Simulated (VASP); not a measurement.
# GaP (F-43m) in VASP: notebook

Aim: see how the results for GaP move with the level of theory and the settings. Levels: PBE, r2SCAN. Tasks: single point.

All numbers are computed with VASP 6.6.1; they aren't measurements. Logs are shortened: lines on timing, memory, paths and dates and some standing lists are left out, and cuts for length are marked.

**The experiment to reproduce.**

From “Stacking defects in GaP nanowires: Electronic structure and optical properties”, 2018, arxiv:1810.01194, for a bulk crystal of GaP at 10 K: band gap 2.34 eV (indirect).

How close the calculation comes is told below.

## (1) The cell of the first run

Symmetry: F-43m, No. 216, cubic system. The conventional cell has a = 5.451 Å, b = 5.451 Å, c = 5.451 Å, α = 90.00°, β = 90.00°, γ = 90.00°. Ga (site symmetry -43m) has 4 P at 2.36 Å within 3.1 Å. Within 3.1 Å of P (site symmetry -43m) lie 4 Ga at 2.36 Å.

## (2) Single point, PBE

Contents of INCAR:

```
PREC = Accurate ; ENCUT = 500
EDIFF = 1E-6 ; ISMEAR = 0
SIGMA = 0.01 ; LREAL = F
LASPH = T ; NELM = 120
ALGO = Normal ; ISIF = 2
LWAVE = F ; LCHARG = F
GGA = PE ; NBANDS = 16
GGA_COMPAT = F
```

Contents of KPOINTS:

```
regular mesh
0
Gamma
  8 8 8
```

Contents of POSCAR:

```
GaP
1.0
    0.0000000000      2.7254102078      2.7254102078
    2.7254102078      0.0000000000      2.7254102078
    2.7254102078      2.7254102078      0.0000000000
Ga P
1 1
Direct
    0.0000000000      0.0000000000      0.0000000000
    0.2500000000      0.2500000000      0.2500000000
```

Potentials or basis: VASP PAW PBE potentials, release 64 (Ga_d, P).

On the command line:

```console
$ cat potpaw_PBE.64/Ga_d/POTCAR potpaw_PBE.64/P/POTCAR > POTCAR
$ mpirun -np 1 vasp_std > vasp.out
```

OUTCAR:

```text
PREC = Accurate
   ENCUT = 500
   EDIFF = 1E-6
   ISMEAR = 0
   LREAL = F
   LASPH = T
   NELM = 120
   ISIF = 2
   GGA = PE

 ion  position               nearest neighbor table
   1  0.000  0.000  0.000-   2 2.36   2 2.36   2 2.36   2 2.36
   2  0.250  0.250  0.250-   1 2.36   1 2.36   1 2.36   1 2.36

  LATTYP: Found a face centered cubic cell.
 ALAT       =     5.4508204156

  Lattice vectors:

 A1 = (   0.0000000000,   2.7254102078,   2.7254102078)
 A2 = (   2.7254102078,   0.0000000000,   2.7254102078)
 A3 = (   2.7254102078,   2.7254102078,   0.0000000000)

Analysis of symmetry for initial positions (statically):
=====================================================================
 Subroutine PRICEL returns:
 Original cell was already a primitive cell.

 Routine SETGRP: Setting up the symmetry group for a
 face centered cubic supercell.

 Subroutine GETGRP returns: Found 24 space group operations
 (whereof 24 operations were pure point group operations)
 out of a pool of 48 trial point group operations.

The static configuration has the point symmetry T_d .

Analysis of symmetry for dynamics (positions and initial velocities):
=====================================================================
 Subroutine PRICEL returns:
 Original cell was already a primitive cell.

 Routine SETGRP: Setting up the symmetry group for a
 face centered cubic supercell.

 Subroutine GETGRP returns: Found 24 space group operations
 (whereof 24 operations were pure point group operations)
 out of a pool of 48 trial point group operations.

The dynamic configuration has the point symmetry T_d .

 Subroutine INISYM returns: Found 24 space group operations
 (whereof 24 operations are pure point group operations),
 and found     1 'primitive' translations

----------------------------------------------------------------------------------------

                                     Primitive cell

  volume of cell :      40.4879

  direct lattice vectors                    reciprocal lattice vectors
     0.000000000  2.725410208  2.725410208    -0.183458622  0.183458622  0.183458622
     2.725410208  0.000000000  2.725410208     0.183458622 -0.183458622  0.183458622
     2.725410208  2.725410208  0.000000000     0.183458622  0.183458622 -0.183458622

  length of vectors
     3.854312079  3.854312079  3.854312079     0.317759654  0.317759654  0.317759654

  position of ions in fractional coordinates (direct lattice)
     0.000000000  0.000000000  0.000000000
     0.250000000  0.250000000  0.250000000

  ion indices of the primitive-cell ions
   primitive index   ion index
                 1           1
                 2           2

----------------------------------------------------------------------------------------

 KPOINTS: regular mesh

Automatic generation of k-mesh.
 Grid dimensions read from file:
 generate k-points for:    8    8    8

 Generating k-lattice:

  Cartesian coordinates                     Fractional coordinates (reciprocal lattice)
    -0.022932328  0.022932328  0.022932328     0.125000000  0.000000000  0.000000000
     0.022932328 -0.022932328  0.022932328     0.000000000  0.125000000  0.000000000
     0.022932328  0.022932328 -0.022932328     0.000000000  0.000000000  0.125000000

  Length of vectors
     0.039719957  0.039719957  0.039719957

  Shift w.r.t. Gamma in fractional coordinates (k-lattice)
     0.000000000  0.000000000  0.000000000

 Subroutine IBZKPT returns following result:
 ===========================================

 Found     29 irreducible k-points:

 Following reciprocal coordinates:
            Coordinates               Weight
  0.000000  0.000000  0.000000      1.000000
  0.125000  0.000000  0.000000      8.000000
  0.250000  0.000000  0.000000      8.000000
  0.375000  0.000000  0.000000      8.000000
  0.500000  0.000000  0.000000      4.000000
  0.125000  0.125000  0.000000      6.000000
[... 16 lines left out ...]
  0.500000  0.250000  0.125000     48.000000
 -0.375000  0.250000  0.125000     24.000000
 [... further k-points ...]
   k-points           NKPTS =     29   k-points in BZ     NKDIM =     29   number of bands    NBANDS=     16
   number of dos      NEDOS =    301   number of ions     NIONS =      2
   total plane-waves  NPLWV =  21952
   dimension x,y,z NGX =    28 NGY =   28 NGZ =   28
   dimension x,y,z NGXF=    56 NGYF=   56 NGZF=   56
   ions per type =               1   1
   NGX,Y,Z   is equivalent  to a cutoff of  12.08, 12.08, 12.08 a.u.
   NGXF,Y,Z  is equivalent  to a cutoff of  24.15, 24.15, 24.15 a.u.
 SYSTEM =  unknown system
   PREC   = accura    normal or accurate (medium, high low for compatibility)
   ISTART =      0    job   : 0-new  1-cont  2-samecut
   ICHARG =      2    charge: 1-file 2-atom 10-const
   ISPIN  =      1    spin polarized calculation?
   LNONCOLLINEAR =      F non collinear calculations
   LSORBIT =      F    spin-orbit coupling
   LASPH  =      T    aspherical Exc in radial PAW
   ENCUT  =  500.0 eV  36.75 Ry    6.06 a.u.   7.03  7.03  7.03*2*pi/ulx,y,z
   NELM   =    120;   NELMIN=  2; NELMDL= -5     # of ELM steps
   EDIFF  = 0.1E-05   stopping-criterion for ELM
   LREAL  =      F    real-space projection
   EDIFFG = 0.1E-04   stopping-criterion for IOM
   NSW    =      0    number of steps for IOM
   IBRION =     -1    ionic relax: 0-MD 1-quasi-New 2-CG
   NFREE  =      0    steps in history (QN), initial steepest desc. (CG)
   ISIF   =      2    stress and relaxation
   ISYM   =      2    0-nonsym 1-usesym 2-fastsym
   POTIM  = 0.5000    time-step for ionic-motion
   TEBEG  =    0.0;   TEEND  =   0.0 temperature during run
   PSTRESS=    0.0 pullay stress
   NELECT =      18.0000    total number of electrons
   NUPDOWN=      -1.0000    fix difference up-down
   EMIN   =  10.00;   EMAX   =-10.00  energy-range for DOS
   EFERMI =   0.00;   METHOD = LEGACY
   ISMEAR =     0;   SIGMA  =   0.01  broadening in eV -4-tet -1-fermi 0-gaus
   EFERMI_NEDOS =   21; number of points for ismear=-14 and -15
   IALGO  =     38    algorithm
   IMIX   =      4    mixing-type and parameters
     AMIX     =   0.40;   BMIX     =  1.00
     AMIX_MAG =   1.60;   BMIX_MAG =  1.00
  volume/ion in A,a.u.               =      20.24       136.61
[... 37 lines left out ...]
      3      -9.9001      2.00000
      4      -9.8004      2.00000
      5      -9.8004      2.00000
      6      -7.8399      2.00000
[... 8 lines left out ...]
     15      14.4378      0.00000
     16      14.4378      0.00000

 k-point     2 :       0.1250    0.0000    0.0000
  band No.  band energies     occupation
      1      -9.9138      2.00000
      2      -9.8954      2.00000
      3      -9.8954      2.00000
      4      -9.8005      2.00000
      5      -9.8005      2.00000
      6      -7.6376      2.00000
[... 8 lines left out ...]
     15      13.8153      0.00000
     16      14.3518      0.00000

 k-point     3 :       0.2500    0.0000    0.0000
  band No.  band energies     occupation
      1      -9.9439      2.00000
      2      -9.8854      2.00000
      3      -9.8854      2.00000
      4      -9.7992      2.00000
      5      -9.7992      2.00000
      6      -7.0642      2.00000
[... 8 lines left out ...]
     15      13.6327      0.00000
     16      14.5789      0.00000

 k-point     4 :       0.3750    0.0000    0.0000
  band No.  band energies     occupation
      1      -9.9710      2.00000
      2      -9.8777      2.00000
      3      -9.8777      2.00000
      4      -9.7954      2.00000
      5      -9.7954      2.00000
      6      -6.2645      2.00000
[... 8 lines left out ...]
     15      14.8295      0.00000
     16      14.8295      0.00000

 k-point     5 :       0.5000    0.0000    0.0000
  band No.  band energies     occupation
      1      -9.9816      2.00000
      2      -9.8753      2.00000
      3      -9.8753      2.00000
      4      -9.7931      2.00000
      5      -9.7931      2.00000
      6      -5.7745      2.00000
[... 8 lines left out ...]
     15      16.3372      0.00000
     16      16.3372      0.00000

 k-point     6 :       0.1250    0.1250    0.0000
  band No.  band energies     occupation
      1      -9.9226      2.00000
      2      -9.8909      2.00000
      3      -9.8909      2.00000
      4      -9.8045      2.00000
      5      -9.7973      2.00000
      6      -7.5704      2.00000
[... 8 lines left out ...]
     15      14.6821      0.00000
     16      14.7186      0.00000

 k-point     7 :       0.2500    0.1250    0.0000
  band No.  band energies     occupation
      1      -9.9463      2.00000
      2      -9.8825      2.00000
      3      -9.8804      2.00000
      4      -9.8076      2.00000
      5      -9.7942      2.00000
      6      -7.1196      2.00000
[... 8 lines left out ...]
     15      14.6779      0.00000
     16      15.7883      0.00000

 k-point     8 :       0.3750    0.1250    0.0000
  band No.  band energies     occupation
      1      -9.9700      2.00000
      2      -9.8758      2.00000
      3      -9.8717      2.00000
      4      -9.8058      2.00000
      5      -9.7915      2.00000
      6      -6.3772      2.00000
[... 8 lines left out ...]
     15      15.4983      0.00000
     16      15.5378      0.00000

 k-point     9 :       0.5000    0.1250    0.0000
  band No.  band energies     occupation
      1      -9.9829      2.00000
      2      -9.8729      2.00000
      3      -9.8687      2.00000
      4      -9.7999      2.00000
      5      -9.7918      2.00000
      6      -5.6957      2.00000
[... 8 lines left out ...]
     15      16.3398      0.00000
     16      16.6074      0.00000
[... 172 lines left out ...]
 k-point    19 :       0.5000    0.3750    0.0000
  band No.  band energies     occupation
      1     -10.0097      2.00000
      2      -9.8444      2.00000
      3      -9.8399      2.00000
      4      -9.8290      2.00000
      5      -9.7819      2.00000
      6      -5.0916      2.00000
[... 8 lines left out ...]
     15      16.6676      0.00000
     16      17.8778      0.00000

 k-point    20 :      -0.3750    0.3750    0.0000
  band No.  band energies     occupation
      1     -10.0017      2.00000
      2      -9.8543      2.00000
      3      -9.8439      2.00000
      4      -9.8196      2.00000
      5      -9.7882      2.00000
      6      -4.9111      2.00000
[... 8 lines left out ...]
     15      15.0624      0.00000
     16      19.3492      0.00000

 k-point    21 :       0.5000    0.5000    0.0000
  band No.  band energies     occupation
      1     -10.0176      2.00000
      2      -9.8361      2.00000
      3      -9.8349      2.00000
      4      -9.8349      2.00000
      5      -9.7787      2.00000
      6      -4.8755      2.00000
[... 8 lines left out ...]
     15      17.0484      0.00000
     16      17.6484      0.00000

 k-point    22 :       0.3750    0.2500    0.1250
  band No.  band energies     occupation
      1      -9.9671      2.00000
      2      -9.8734      2.00000
      3      -9.8695      2.00000
      4      -9.8112      2.00000
      5      -9.7914      2.00000
      6      -6.5765      2.00000
[... 8 lines left out ...]
     15      15.7715      0.00000
     16      17.0728      0.00000

 k-point    23 :       0.5000    0.2500    0.1250
  band No.  band energies     occupation
      1      -9.9825      2.00000
      2      -9.8697      2.00000
      3      -9.8604      2.00000
      4      -9.8091      2.00000
      5      -9.7915      2.00000
      6      -5.8233      2.00000
[... 8 lines left out ...]
     15      16.1939      0.00000
     16      17.4844      0.00000

 k-point    24 :      -0.3750    0.2500    0.1250
  band No.  band energies     occupation
      1      -9.9881      2.00000
      2      -9.8692      2.00000
      3      -9.8571      2.00000
      4      -9.8055      2.00000
      5      -9.7931      2.00000
      6      -5.3688      2.00000
[... 8 lines left out ...]
     15      16.6549      0.00000
     16      17.1592      0.00000

 [... further k-points ...]

------------------------ aborting loop because EDIFF is reached ----------------------------------------

  FORCE on cell =-STRESS in cart. coord.  units (eV):
  Direction    XX          YY          ZZ          XY          YZ          ZX
  --------------------------------------------------------------------------------------
  -------------------------------------------------------------------------------------
  Total        0.6057543      0.6057543      0.6057543      0.0000000      0.0000000      0.0000000
  in kB       23.9707402     23.9707402     23.9707402      0.0000000      0.0000000      0.0000000
  external PRESSURE =      23.9707402 kB  Pullay stress =       0.0000000 kB

 VOLUME and BASIS-vectors are now :
 -----------------------------------------------------------------------------
  energy-cutoff  :      500.00
  volume of cell :       40.49
      direct lattice vectors                 reciprocal lattice vectors
     0.000000000  2.725410208  2.725410208    -0.183458622  0.183458622  0.183458622
     2.725410208  0.000000000  2.725410208     0.183458622 -0.183458622  0.183458622
     2.725410208  2.725410208  0.000000000     0.183458622  0.183458622 -0.183458622

 POSITION                                       TOTAL-FORCE (eV/Angst)
 -----------------------------------------------------------------------------------
      0.00000      0.00000      0.00000         0.000000      0.000000     -0.000000
      1.36271      1.36271      1.36271        -0.000000     -0.000000      0.000000
 -----------------------------------------------------------------------------------
    total drift:                                0.000001      0.000001      0.000001

  FREE ENERGIE OF THE ION-ELECTRON SYSTEM (eV)
  ---------------------------------------------------
  free  energy   TOTEN  =        -9.1161214765 eV

  energy  without entropy=       -9.1161214765  energy(sigma->0) =       -9.11612148
```

Run time: 18 s. Hardware: 1 thread of AMD EPYC 7R43 (Zen 3), shared host; peak memory 0.12 GiB.

What came out:

```
Free energy            : -9.1161 eV
Pressure               : 2.4 GPa
Band gap on the k mesh : 1.64 eV, indirect (least direct gap 1.82 eV)
```

## (3) Single point, r2SCAN (volume changed by +6%)

Contents of POSCAR:

```
GaP
1.0
    0.0000000000      2.7788631942      2.7788631942
    2.7788631942      0.0000000000      2.7788631942
    2.7788631942      2.7788631942      0.0000000000
Ga P
1 1
Direct
    0.0000000000      0.0000000000      0.0000000000
    0.2500000000      0.2500000000      0.2500000000
```

Contents of INCAR.step1:

```
SYSTEM = GaP
PREC = Accurate ; ENCUT = 550
ISMEAR = 0 ; SIGMA = 0.01
LREAL = .False. ; LASPH = .True.
NELM = 120 ; NBANDS = 16
GGA = PE ; ALGO = Normal
EDIFF = 1E-5 ; LWAVE = .True.
LCHARG = .False. ; GGA_COMPAT = .False.
```

Contents of INCAR.step2:

```
SYSTEM = GaP
PREC = Accurate ; ENCUT = 550
EDIFF = 1E-6 ; ISMEAR = 0
SIGMA = 0.01 ; LREAL = .False.
LASPH = .True. ; NELM = 120
ALGO = Normal ; ISIF = 2
LWAVE = .False. ; LCHARG = .False.
METAGGA = R2SCAN ; LMIXTAU = .True.
NBANDS = 16 ; ISTART = 1
GGA_COMPAT = .False.
```

Contents of KPOINTS:

```
Automatic mesh
0
Gamma
  6 6 6
  0 0 0
```

Potentials or basis: VASP PAW PBE potentials, release 64 (Ga_d, P).

On the command line:

```console
$ cat potpaw_PBE.64/Ga_d/POTCAR potpaw_PBE.64/P/POTCAR > POTCAR
$ cp INCAR.step1 INCAR
$ mpirun -np 1 vasp_std > vasp.out
$ cp INCAR.step2 INCAR
$ mpirun -np 1 vasp_std > vasp.out
```

Wall time 56 s (1 thread of AMD EPYC 7R43 (Zen 3), shared host); peak memory 0.13 GiB.

The run converged. Its results:

```
Free energy            : -21.4148 eV
Pressure               : -4.5 GPa
Band gap on the k mesh : 1.84 eV, direct
```

Levels at points of the mesh, in eV from the valence-band top:
```tsv
k point	band 7	band 8	band 9	band 10	band 11	band 12
(0.00, 0.00, 0.00)	0.00	0.00	0.00	1.84	4.20	4.20
(0.50, 0.00, 0.00)	-6.51	-1.08	-1.08	1.85	5.06	5.06
(0.50, 0.50, 0.00)	-6.68	-2.60	-2.60	2.02	2.14	10.89
```

Caveat: the PAW data sets were made with another functional, which shifts forces and pressure a little. A k mesh can miss the band edges.

## (4) Single point, r2SCAN

Contents of POSCAR:

```
GaP
1.0
    0.0000000000      2.7254102078      2.7254102078
    2.7254102078      0.0000000000      2.7254102078
    2.7254102078      2.7254102078      0.0000000000
Ga P
1 1
Direct
    0.0000000000      0.0000000000      0.0000000000
    0.2500000000      0.2500000000      0.2500000000
```

Contents of INCAR.step1:

```
SYSTEM = GaP
ALGO = Normal
EDIFF = 1E-5
ENCUT = 550
GGA = PE
GGA_COMPAT = .FALSE.
ISMEAR = 0
LASPH = .TRUE.
LCHARG = .FALSE.
LREAL = .FALSE.
LWAVE = .TRUE.
NBANDS = 16
NELM = 120
PREC = Accurate
SIGMA = 0.01
```

Contents of INCAR.step2:

```
SYSTEM = GaP
ALGO = Normal
EDIFF = 1E-6
ENCUT = 550
GGA_COMPAT = .FALSE.
ISIF = 2
ISMEAR = 0
ISTART = 1
LASPH = .TRUE.
LCHARG = .FALSE.
LMIXTAU = .TRUE.
LREAL = .FALSE.
LWAVE = .FALSE.
METAGGA = R2SCAN
NBANDS = 16
NELM = 120
PREC = Accurate
SIGMA = 0.01
```

Contents of KPOINTS:

```
k-points
0
G
  8 8 8
  0 0 0
```

On the command line:

```console
$ cat potpaw_PBE.64/Ga_d/POTCAR potpaw_PBE.64/P/POTCAR > POTCAR
$ cp INCAR.step1 INCAR
$ mpirun -np 1 vasp_std > vasp.out
$ cp INCAR.step2 INCAR
$ mpirun -np 1 vasp_std > vasp.out
```

It took 2.1 min on 1 thread of AMD EPYC 7R43 (Zen 3), shared host; peak memory 0.14 GiB.

It converged, with:

```
Free energy            : -21.4630 eV
Pressure               : 0.0 GPa
Band gap on the k mesh : 1.90 eV, indirect (least direct gap 2.34 eV)
```

Levels at points of the mesh, in eV from the valence-band top:
| k point | band 6 | band 7 | band 8 | band 9 | band 10 | band 11 | band 12 | band 13 |
| --- | --- | --- | --- | --- | --- | --- | --- | --- |
| (0.00, 0.00, 0.00) | -13.02 | 0.00 | 0.00 | 0.00 | 2.34 | 4.19 | 4.19 | 4.19 |
| (0.50, 0.00, 0.00) | -10.86 | -6.84 | -1.17 | -1.17 | 2.04 | 5.06 | 5.06 | 8.83 |
| (0.50, 0.50, 0.00) | -9.92 | -6.96 | -2.80 | -2.80 | 1.91 | 2.10 | 11.35 | 11.35 |

Caveat: the PAW data sets were made with another functional, which shifts forces and pressure a little.

## (5) The runs side by side

| level | cell | k mesh | cutoff (eV) | gap on the mesh (eV) | pressure (GPa) |
| --- | --- | --- | --- | --- | --- |
| PBE | a = 3.854 Å, angles 60.0°, 2 atoms | 8 × 8 × 8 | 500 | 1.64 | 2.4 |
| r2SCAN | a = 3.930 Å, angles 60.0°, 2 atoms | 6 × 6 × 6 | 550 | 1.84 | -4.5 |
| r2SCAN | a = 3.854 Å, angles 60.0°, 2 atoms | 8 × 8 × 8 | 550 | 1.90 | 0.0 |

Alike in all rows: task single point; potentials or basis VASP PAW PBE potentials, release 64 (Ga_d, P); no spin polarisation; smearing gaussian 0.01 eV.

Caveats: the PAW data sets were made with another functional, which shifts forces and pressure a little (some runs).

Total energies depend on the potentials used, so only differences within one code and one set of settings carry meaning.

## (6) Against experiment

Step 2. A measured gap of GaP is 2.34 eV (indirect; 10 K; quoted in “Stacking defects in GaP nanowires: Electronic structure and optical properties”, 2018, arxiv:1810.01194); the calculated 1.64 eV misses it by -0.70 eV. Spin-orbit coupling on Ga is left out. The value is that of PBE on a finite k mesh, which can miss the band edges, without temperature or zero-point motion. Semilocal functionals fall short of measured gaps as a rule.

Step 4. Against the measured gap of GaP, 2.34 eV (indirect; 10 K; quoted in “Stacking defects in GaP nanowires: Electronic structure and optical properties”, 2018, arxiv:1810.01194), the calculated 1.90 eV is off by -0.44 eV. Spin-orbit coupling on Ga is left out. The value is that of r2SCAN on a finite k mesh, which can miss the band edges, without temperature or zero-point motion.
